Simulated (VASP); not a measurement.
Sn3Br, 4 atoms in the cell. Symmetry: P4/mmm, No. 123, tetragonal system. Conventional cell: a = 5.782 Å, b = 5.782 Å, c = 3.398 Å, α = 90.00°, β = 90.00°, γ = 90.00°. Sn (site symmetry mmm) has 10 Sn at 3.35 to 4.09 Å and 4 Br at 3.35 Å within 4.4 Å. Sn (site symmetry 4/mmm) has 10 Sn at 3.35 to 3.40 Å and 4 Br at 4.09 Å within 4.4 Å. Within 4.4 Å of Br (site symmetry 4/mmm) lie 12 Sn at 3.35 to 4.09 Å and 2 Br at 3.40 Å. 

* Program: VASP 6.6.1
* Task: single point
* Functional: PBE
* Potentials or basis: VASP PAW PBE potentials, release 64 (Sn_d, Br)
* Cutoff: 520 eV
* k mesh: 4 × 4 × 6
* Occupations: gaussian, width 0.1 eV
* Spin: no spin polarisation
* Dipole correction: no
* Further INCAR settings: ALGO = Normal; EDIFF = 1e-06; NBANDS = 32

Potentials or basis: VASP PAW PBE potentials, release 64 (Sn_d, Br).

Run with:

```sh
$ cat potpaw_PBE.64/Sn_d/POTCAR potpaw_PBE.64/Br/POTCAR > POTCAR
$ mpirun -np 1 vasp_std > vasp.out
```

Hardware: 1 thread of AMD EPYC 7R43 64-Core Processor (Zen 3) (shared host).

Task: Estimate the wall time of this run.

Result: Wall time 73 s on 1 thread of AMD EPYC 7R43 64-Core Processor (Zen 3) (shared host), peak memory 0.24 GiB. Counts: scf iterations 13, k points 24.
